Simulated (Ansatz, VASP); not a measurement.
Two plane-wave programs on CdS

```
Cd S
1.0
     0.00000    2.93921    2.93921
     2.93921    0.00000    2.93921
     2.93921    2.93921    0.00000
Cd S
1 1
Direct
  0.00000 0.00000 0.00000
  0.25000 0.25000 0.25000
```

Alike in both runs: task single point; functional r2SCAN; k mesh 6 × 6 × 6; occupations fermi-dirac, width 0.001 eV; no spin polarisation.

|  | VASP | Ansatz |
| --- | --- | --- |
| version | VASP 6.6.1 | Ansatz 0.2.0 |
| potentials or method | VASP PAW PBE potentials, release 64 (Cd, S) | plane waves |
| plane-wave cutoff (eV) | 550 | 500 |
| valence electrons in the cell | 18 | 26 |

|  | VASP | Ansatz | Ansatz less VASP |
| --- | --- | --- | --- |
| gap on the k mesh at the Fermi level (eV) | 1.54 | 1.54 | +0.004 |
| pressure (GPa) | 0.3 | 0.0 | -0.29 |

VASP's potentials were made for PBE, not for r2SCAN. VASP's potentials hold 18 valence electrons a cell and Ansatz's 26, so a difference there can come from the potentials and not from the codes.
